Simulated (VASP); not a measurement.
# Sc (P6_3/mmc) in VASP: further runs

Sc is run at these levels: PBEsol; tasks: single point, relaxation of volume and atoms at fixed shape.

All numbers are computed with VASP 6.6.1; they aren't measurements. Logs are shortened: lines on timing, memory, paths and dates and some standing lists are left out, and cuts for length are marked.

### Step 1. The cell of the first run

It takes space group P6_3/mmc (No. 194, hexagonal). The conventional cell has a = 3.250 Å, b = 3.250 Å, c = 5.180 Å, α = 90.00°, β = 90.00°, γ = 120.00°. Within 4.2 Å of Sc (site symmetry -6m2) lie 12 Sc at 3.20 to 3.25 Å.

### Step 2. Single point, PBEsol

Input file INCAR:

```
SYSTEM = Sc
ALGO = Normal
EDIFF = 1E-6
ENCUT = 520
GGA = PS
ISIF = 2
ISMEAR = 0
LASPH = .True.
LCHARG = .False.
LREAL = .False.
LWAVE = .False.
NBANDS = 18
NELM = 100
PREC = Accurate
SIGMA = 0.05
```

Input file KPOINTS:

```
k-points
0
Gamma
  9 9 5
  0 0 0
```

Input file POSCAR:

```
Sc
1.0
    3.2502278875      0.0000000000      0.0000000000
   -1.6251139437      2.8147799187      0.0000000000
    0.0000000000      0.0000000000      5.1796376310
Sc
2
Direct
    0.3333333333      0.6666666667      0.2500000000
    0.6666666667      0.3333333333      0.7500000000
```

Potentials or basis: VASP PAW PBE potentials, release 64 (Sc_sv).

Launch:

```bash
> cat potpaw_PBE.64/Sc_sv/POTCAR > POTCAR
> mpirun -np 1 vasp_std > vasp.out
```

OUTCAR:

```text
SYSTEM = Sc
   EDIFF = 1E-6
   ENCUT = 520
   GGA = PS
   ISIF = 2
   ISMEAR = 0
   LASPH = .True.
   LREAL = .False.
   NELM = 100
   PREC = Accurate

 ion  position               nearest neighbor table
   1  0.333  0.667  0.250-   2 3.20   2 3.20   2 3.20   2 3.20   2 3.20   2 3.20
   2  0.667  0.333  0.750-   1 3.20   1 3.20   1 3.20   1 3.20   1 3.20   1 3.20

  LATTYP: Found a hexagonal cell.
 ALAT       =     3.2502278875
 C/A-ratio  =     1.5936229121

  Lattice vectors:

 A1 = (   3.2502278875,   0.0000000000,   0.0000000000)
 A2 = (  -1.6251139437,   2.8147799187,   0.0000000000)
 A3 = (   0.0000000000,   0.0000000000,   5.1796376310)

Analysis of symmetry for initial positions (statically):
=====================================================================
 Subroutine PRICEL returns:
 Original cell was already a primitive cell.

 Routine SETGRP: Setting up the symmetry group for a
 hexagonal supercell.

 Subroutine GETGRP returns: Found 24 space group operations
 (whereof 12 operations were pure point group operations)
 out of a pool of 24 trial point group operations.

The static configuration has the point symmetry D_3d.
 The point group associated with its full space group is D_6h.

Analysis of symmetry for dynamics (positions and initial velocities):
=====================================================================
 Subroutine PRICEL returns:
 Original cell was already a primitive cell.

 Routine SETGRP: Setting up the symmetry group for a
 hexagonal supercell.

 Subroutine GETGRP returns: Found 24 space group operations
 (whereof 12 operations were pure point group operations)
 out of a pool of 24 trial point group operations.

The dynamic configuration has the point symmetry D_3d.
 The point group associated with its full space group is D_6h.

 Subroutine INISYM returns: Found 24 space group operations
 (whereof 12 operations are pure point group operations),
 and found     1 'primitive' translations

----------------------------------------------------------------------------------------

                                     Primitive cell

  volume of cell :      47.3868

  direct lattice vectors                    reciprocal lattice vectors
     3.250227887  0.000000000  0.000000000     0.307670734  0.177633781  0.000000000
    -1.625113944  2.814779919  0.000000000     0.000000000  0.355267562  0.000000000
     0.000000000  0.000000000  5.179637631     0.000000000  0.000000000  0.193063699

  length of vectors
     3.250227887  3.250227888  5.179637631     0.355267562  0.355267562  0.193063699

  position of ions in fractional coordinates (direct lattice)
     0.333333333  0.666666667  0.250000000
     0.666666667  0.333333333  0.750000000

  ion indices of the primitive-cell ions
   primitive index   ion index
                 1           1
                 2           2

----------------------------------------------------------------------------------------

 KPOINTS: k-points

Automatic generation of k-mesh.
 Grid dimensions read from file:
 generate k-points for:    9    9    5

 Generating k-lattice:

  Cartesian coordinates                     Fractional coordinates (reciprocal lattice)
     0.034185637  0.019737087  0.000000000     0.111111111  0.000000000  0.000000000
     0.000000000  0.039474174  0.000000000     0.000000000  0.111111111  0.000000000
     0.000000000  0.000000000  0.038612740     0.000000000  0.000000000  0.200000000

  Length of vectors
     0.039474174  0.039474174  0.038612740

  Shift w.r.t. Gamma in fractional coordinates (k-lattice)
     0.000000000  0.000000000  0.000000000

 Subroutine IBZKPT returns following result:
 ===========================================

 Found     36 irreducible k-points:

 Following reciprocal coordinates:
            Coordinates               Weight
  0.000000  0.000000  0.000000      1.000000
  0.111111  0.000000  0.000000      6.000000
  0.222222  0.000000  0.000000      6.000000
  0.333333  0.000000  0.000000      6.000000
  0.444444  0.000000  0.000000      6.000000
  0.111111  0.111111  0.000000      6.000000
[... 16 lines left out ...]
  0.333333  0.222222  0.200000     24.000000
  0.333333  0.333333  0.200000      4.000000
 [... further k-points ...]
   k-points           NKPTS =     36   k-points in BZ     NKDIM =     36   number of bands    NBANDS=     18
   number of dos      NEDOS =    301   number of ions     NIONS =      2
   total plane-waves  NPLWV =  23040
   dimension x,y,z NGX =    24 NGY =   24 NGZ =   40
   dimension x,y,z NGXF=    48 NGYF=   48 NGZF=   80
   ions per type =               2
   NGX,Y,Z   is equivalent  to a cutoff of  12.28, 12.28, 12.84 a.u.
   NGXF,Y,Z  is equivalent  to a cutoff of  24.55, 24.55, 25.68 a.u.
 SYSTEM =  Sc
   PREC   = accura    normal or accurate (medium, high low for compatibility)
   ISTART =      0    job   : 0-new  1-cont  2-samecut
   ICHARG =      2    charge: 1-file 2-atom 10-const
   ISPIN  =      1    spin polarized calculation?
   LNONCOLLINEAR =      F non collinear calculations
   LSORBIT =      F    spin-orbit coupling
   LASPH  =      T    aspherical Exc in radial PAW
   ENCUT  =  520.0 eV  38.22 Ry    6.18 a.u.   6.04  6.04  9.63*2*pi/ulx,y,z
   NELM   =    100;   NELMIN=  2; NELMDL= -5     # of ELM steps
   EDIFF  = 0.1E-05   stopping-criterion for ELM
   LREAL  =      F    real-space projection
   EDIFFG = 0.1E-04   stopping-criterion for IOM
   NSW    =      0    number of steps for IOM
   IBRION =     -1    ionic relax: 0-MD 1-quasi-New 2-CG
   NFREE  =      0    steps in history (QN), initial steepest desc. (CG)
   ISIF   =      2    stress and relaxation
   ISYM   =      2    0-nonsym 1-usesym 2-fastsym
   POTIM  = 0.5000    time-step for ionic-motion
   TEBEG  =    0.0;   TEEND  =   0.0 temperature during run
   PSTRESS=    0.0 pullay stress
   NELECT =      22.0000    total number of electrons
   NUPDOWN=      -1.0000    fix difference up-down
   EMIN   =  10.00;   EMAX   =-10.00  energy-range for DOS
   EFERMI =   0.00;   METHOD = LEGACY
   ISMEAR =     0;   SIGMA  =   0.05  broadening in eV -4-tet -1-fermi 0-gaus
   EFERMI_NEDOS =   21; number of points for ismear=-14 and -15
   IALGO  =     38    algorithm
   IMIX   =      4    mixing-type and parameters
     AMIX     =   0.40;   BMIX     =  1.00
     AMIX_MAG =   1.60;   BMIX_MAG =  1.00
  volume/ion in A,a.u.               =      23.69       159.89
  Fermi-wavevector in a.u.,A,eV,Ry     =   1.267642  2.395495 21.863412  1.606915
  Thomas-Fermi vector in A             =   2.400779
   LORBIT       =      0    0 simple, 1 ext, 2 COOP (PROOUT), +10 PAW based schemes
   GGA     = PS    functional components
   LHFCALC =     F    Hartree Fock is set to
   AEXX    =    0.0000 exact exchange contribution
   IVDW    =     0    specifies the selected vdW correction
   LEPSILON=     F    determine dielectric tensor
   LRPA    =     F    only Hartree local field effects (RPA)
 non-spin polarized calculation
 Gauss-broadening in eV      SIGMA  =   0.05
  energy-cutoff  :      520.00
  volume of cell :       47.39
 maximum number of plane-waves:      1296
   NGX = 13   NGY = 13   NGZ = 19

 number of electron      21.9999996 magnetization

 Free energy of the ion-electron system (eV)
  ---------------------------------------------------
  ext. energy  EPLUGINS =         0.00000000
  ---------------------------------------------------
  free energy    TOTEN  =       -13.20617475 eV

  energy without entropy =      -13.19930431  energy(sigma->0) =      -13.20273953

 E-fermi :   3.8057     XC(G=0): -10.1535

 val. band max:        3.7956745536   @ k =   0.3333   0.1111   0.2000
 cond. band min:       3.8057840516   @ k =   0.4444   0.1111   0.4000
 fundamental gap:      0.0101094980
 Fermi energy:         3.8057311992

 k-point     1 :       0.0000    0.0000    0.0000
  band No.  band energies     occupation
      1     -45.2988      2.00000
      2     -45.2200      2.00000
      3     -24.2434      2.00000
      4     -23.8480      2.00000
      5     -23.8480      2.00000
      6     -23.7800      2.00000
[... 10 lines left out ...]
     17       6.2948      0.00000
     18       6.2948      0.00000

 k-point     2 :       0.1111    0.0000    0.0000
  band No.  band energies     occupation
      1     -45.2917      2.00000
      2     -45.2171      2.00000
      3     -24.2251      2.00000
      4     -23.8858      2.00000
      5     -23.8604      2.00000
      6     -23.8194      2.00000
[... 10 lines left out ...]
     17       6.0926      0.00000
     18       6.1285      0.00000

 k-point     3 :       0.2222    0.0000    0.0000
  band No.  band energies     occupation
      1     -45.2730      2.00000
      2     -45.2104      2.00000
      3     -24.1746      2.00000
      4     -23.9825      2.00000
      5     -23.9157      2.00000
      6     -23.8905      2.00000
[... 10 lines left out ...]
     17       6.3668      0.00000
     18       6.6058      0.00000

 k-point     4 :       0.3333    0.0000    0.0000
  band No.  band energies     occupation
      1     -45.2498      2.00000
      2     -45.2046      2.00000
      3     -24.1059      2.00000
      4     -24.0938      2.00000
      5     -24.0203      2.00000
      6     -23.9231      2.00000
[... 10 lines left out ...]
     17       7.0712      0.00000
     18       7.2839      0.00000

 k-point     5 :       0.4444    0.0000    0.0000
  band No.  band energies     occupation
      1     -45.2321      2.00000
      2     -45.2034      2.00000
      3     -24.1667      2.00000
      4     -24.0863      2.00000
      5     -24.0451      2.00000
      6     -23.9438      2.00000
[... 10 lines left out ...]
     17       7.8767      0.00000
     18       7.9931      0.00000

 k-point     6 :       0.1111    0.1111    0.0000
  band No.  band energies     occupation
      1     -45.2787      2.00000
      2     -45.2123      2.00000
      3     -24.1906      2.00000
      4     -23.9424      2.00000
      5     -23.9138      2.00000
      6     -23.8585      2.00000
[... 10 lines left out ...]
     17       6.1143      0.00000
     18       6.5146      0.00000

 k-point     7 :       0.2222    0.1111    0.0000
  band No.  band energies     occupation
      1     -45.2577      2.00000
      2     -45.2061      2.00000
      3     -24.1304      2.00000
      4     -24.0377      2.00000
      5     -23.9968      2.00000
      6     -23.9065      2.00000
[... 10 lines left out ...]
     17       6.8379      0.00000
     18       7.2092      0.00000

 k-point     8 :       0.3333    0.1111    0.0000
  band No.  band energies     occupation
      1     -45.2367      2.00000
      2     -45.2032      2.00000
      3     -24.1291      2.00000
      4     -24.0620      2.00000
      5     -24.0599      2.00000
      6     -23.9504      2.00000
[... 10 lines left out ...]
     17       7.5585      0.00000
     18       7.9271      0.00000
[... 229 lines left out ...]
     17       6.9909      0.00000
     18       7.1345      0.00000

 k-point    20 :       0.3333    0.1111    0.2000
  band No.  band energies     occupation
      1     -45.2335      2.00000
      2     -45.2064      2.00000
      3     -24.1628      2.00000
      4     -24.0968      2.00000
      5     -23.9998      2.00000
      6     -23.9407      2.00000
[... 10 lines left out ...]
     17       7.4921      0.00000
     18       7.6776      0.00000

 k-point    21 :       0.4444    0.1111    0.2000
  band No.  band energies     occupation
      1     -45.2244      2.00000
      2     -45.2061      2.00000
      3     -24.1890      2.00000
      4     -24.1200      2.00000
      5     -23.9953      2.00000
      6     -23.9401      2.00000
[... 10 lines left out ...]
     17       7.6880      0.00000
     18       7.9079      0.00000

 k-point    22 :       0.2222    0.2222    0.2000
  band No.  band energies     occupation
      1     -45.2351      2.00000
      2     -45.2066      2.00000
      3     -24.1292      2.00000
      4     -24.0949      2.00000
      5     -23.9828      2.00000
      6     -23.9645      2.00000
[... 10 lines left out ...]
     17       7.4006      0.00000
     18       7.7039      0.00000

 k-point    23 :       0.3333    0.2222    0.2000
  band No.  band energies     occupation
      1     -45.2207      2.00000
      2     -45.2064      2.00000
      3     -24.1454      2.00000
      4     -24.1029      2.00000
      5     -24.0269      2.00000
      6     -23.9504      2.00000
[... 10 lines left out ...]
     17       7.4102      0.00000
     18       7.8929      0.00000

 k-point    24 :       0.3333    0.3333    0.2000
  band No.  band energies     occupation
      1     -45.2110      2.00000
      2     -45.2110      2.00000
      3     -24.0984      2.00000
      4     -24.0900      2.00000
      5     -24.0900      2.00000
      6     -23.9751      2.00000
[... 10 lines left out ...]
     17       7.5757      0.00000
     18       7.5757      0.00000

 [... further k-points ...]

------------------------ aborting loop because EDIFF is reached ----------------------------------------

  FORCE on cell =-STRESS in cart. coord.  units (eV):
  Direction    XX          YY          ZZ          XY          YZ          ZX
  --------------------------------------------------------------------------------------
  -------------------------------------------------------------------------------------
  Total        0.1739042      0.1739042     -0.3863643      0.0000000      0.0000000      0.0000000
  in kB        5.8798050      5.8798050    -13.0632108      0.0000000      0.0000000      0.0000000
  external PRESSURE =      -0.4345336 kB  Pullay stress =       0.0000000 kB

 VOLUME and BASIS-vectors are now :
 -----------------------------------------------------------------------------
  energy-cutoff  :      520.00
  volume of cell :       47.39
      direct lattice vectors                 reciprocal lattice vectors
     3.250227887  0.000000000  0.000000000     0.307670734  0.177633781  0.000000000
    -1.625113944  2.814779919  0.000000000     0.000000000  0.355267562  0.000000000
     0.000000000  0.000000000  5.179637631     0.000000000  0.000000000  0.193063699

 POSITION                                       TOTAL-FORCE (eV/Angst)
 -----------------------------------------------------------------------------------
     -0.00000      1.87652      1.29491         0.000000     -0.000000      0.000000
      1.62511      0.93826      3.88473        -0.000000      0.000000      0.000000
 -----------------------------------------------------------------------------------
    total drift:                               -0.000000      0.000000     -0.000000

  FREE ENERGIE OF THE ION-ELECTRON SYSTEM (eV)
  ---------------------------------------------------
  free  energy   TOTEN  =       -13.2061747470 eV

  energy  without entropy=      -13.1993043080  energy(sigma->0) =      -13.20273953
```

It took 27 s on 1 thread of Intel Xeon 8259CL, shared host; peak memory 0.17 GiB.

What came out:

| Property | Result |
| --- | --- |
| Free energy | -13.2062 eV |
| Pressure | 0.0 GPa |
| Band gap on the k mesh | zero (bands 11 and 12 overlap by 1.22 eV) |

Levels at points of the mesh, in eV from the Fermi level:
```
           k point  band 8  band 9  band 10  band 11  band 12  band 13  band 14  band 15
(0.00, 0.00, 0.00)  -27.57   -5.21    -1.74     0.55     1.66     1.66     1.78     2.10
```

Caveat: the PAW data sets were made with another functional, which shifts forces and pressure a little.

[end of part 1 of 2]
